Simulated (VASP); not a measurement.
Set up this calculation in VASP 6.6.1, as the native input.

| Quantity | Value |
| --- | --- |
| Task | single point |
| Functional | PBE |
| Potentials or basis | VASP PAW PBE potentials, release 64 (Nb_sv) |
| Cutoff | 520 eV |
| k mesh | 20 × 20 × 20 |
| Occupations | fermi-dirac, width 0.1 eV |
| Spin | no spin polarisation |
| Dipole correction | no |
| Further INCAR settings | ALGO = Normal; EDIFF = 1e-06; NBANDS = 12 |

The structure of Nb lies in POSCAR:

```
Nb
1.0
   -1.5549839034      1.5549839034      1.5549839034
    1.5549839034     -1.5549839034      1.5549839034
    1.5549839034      1.5549839034     -1.5549839034
Nb
1
Direct
    0.0000000000      0.0000000000      0.0000000000
```

One way to write it, as run:

INCAR

```
SYSTEM = Nb
  PREC = Accurate
  ENCUT = 520
  EDIFF = 1E-6
  ISMEAR = -1
  SIGMA = 0.1
  LREAL = .False.
  LASPH = .True.
  NELM = 80
  ALGO = Normal
  ISIF = 2
  LWAVE = .False.
  LCHARG = .False.
  GGA = PE
  NBANDS = 12
```

KPOINTS

```
Automatic mesh
0
Gamma
  20 20 20
  0 0 0
```

Potentials or basis: VASP PAW PBE potentials, release 64 (Nb_sv).

Launch:

```console
$ cat potpaw_PBE.64/Nb_sv/POTCAR > POTCAR
$ mpirun -np 1 vasp_std > vasp.out
```

It gave:

```json
{
 "Pressure": "44.6 GPa",
 "Band gap on the k mesh": "zero (an odd number of electrons rules out a gap without spin polarisation)"
}
```

Caveat: the cell stands under pressure.

Run time: 56 s on 1 thread of Intel Xeon 8259CL (shared host), peak memory 0.16 GiB.
